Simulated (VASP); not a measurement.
Set up this calculation in VASP 6.6.1, as the native input.

```
Task                   : single point
Functional             : PBE
Potentials or basis    : VASP PAW PBE potentials, release 64 (In_d, O)
Cutoff                 : 520 eV
k mesh                 : 12 × 12 × 4
Occupations            : gaussian, width 0.03 eV
Spin                   : no spin polarisation
Dipole correction      : no
Further INCAR settings : ALGO = Normal; EDIFF = 1e-06; NBANDS = 27
```

The structure of InO lies in POSCAR:

```
InO
1.0
    3.2499750169      0.0000000000      0.0000000000
   -1.6249875085      2.8145609263      0.0000000000
    0.0000000000      0.0000000000     17.9291077610
In O
2 2
Direct
    0.6666666667      0.3333333333      0.5900210000
    0.6666666667      0.3333333333      0.4099790000
    0.0000000000      0.0000000000      0.6398670000
    0.0000000000      0.0000000000      0.3601330000
```

This cell differs from its parent crystal: ratio of the length along z to the lengths across it x 1.2, volume and fractional coordinates fixed.

The input as run:

INCAR

```
SYSTEM = InO
PREC = Accurate
ENCUT = 520
EDIFF = 1E-6
ISMEAR = 0
SIGMA = 0.03
LREAL = .FALSE.
LASPH = .TRUE.
NELM = 80
ALGO = Normal
ISIF = 2
LWAVE = .FALSE.
LCHARG = .FALSE.
GGA = PE
NBANDS = 27
```

KPOINTS

```
Automatic mesh
0
G
  12 12 4
  0 0 0
```

Potentials or basis: VASP PAW PBE potentials, release 64 (In_d, O).

Run with:

```bash
$ cat potpaw_PBE.64/In_d/POTCAR potpaw_PBE.64/O/POTCAR > POTCAR
$ mpirun -np 1 vasp_std > vasp.out
```

It gave:

```
Largest force          : 1.296 eV/Å
Band gap on the k mesh : zero (band 19 reaches -1.17 eV, above the bottom of band 20 at -1.58 eV)
```

Caveat: spin-orbit coupling is left out, which moves the levels of the heavy elements.

Wall time 11 min on 1 thread of AMD EPYC 7R13, on a shared host, peak memory 0.36 GiB.
